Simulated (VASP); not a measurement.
SrAsPt, 6 atoms in the cell. The structure is hexagonal, space group P6_3/mmc (No. 194). Conventional cell: a = 4.258 Å, b = 4.258 Å, c = 9.063 Å, α = 90.00°, β = 90.00°, γ = 120.00°. Sr (site symmetry -3m) has 6 As at 3.34 Å and 6 Pt at 3.34 Å and 8 Sr at 4.26 to 4.53 Å within 4.6 Å. Within 3.2 Å of As (site symmetry -6m2) lie 3 Pt at 2.46 Å. Pt (site symmetry -6m2) has 3 As at 2.46 Å within 3.2 Å. 

| Property | Result |
| --- | --- |
| Program | VASP 6.6.1 |
| Task | relaxation of volume and atoms at fixed shape |
| Functional | LDA |
| Potentials or basis | VASP PAW LDA potentials, release 64 (Sr_sv, As, Pt) |
| Cutoff | 600 eV |
| k mesh | 6 × 6 × 3 |
| Occupations | methfessel-paxton, width 0.05 eV |
| Spin | no spin polarisation |
| Dipole correction | no |
| Further INCAR settings | ALGO = Normal; EDIFF = 1e-06; IBRION = 2; EDIFFG = -0.03; NSW = 80; ISIF = 8 |

Potentials or basis: VASP PAW LDA potentials, release 64 (Sr_sv, As, Pt).

Launch:

```console
$ cat potpaw_LDA.64/Sr_sv/POTCAR potpaw_LDA.64/As/POTCAR potpaw_LDA.64/Pt/POTCAR > POTCAR
$ mpirun -np 1 vasp_std > vasp.out
```

Hardware: 1 thread of Intel Xeon 8259CL, on a shared host.

Problem. How long does it take, and how much memory?

Solution. Run time: 4 min on 1 thread of Intel Xeon 8259CL (shared host), peak memory 0.29 GiB. Counts: scf iterations 34, k points 14, ion steps 3.
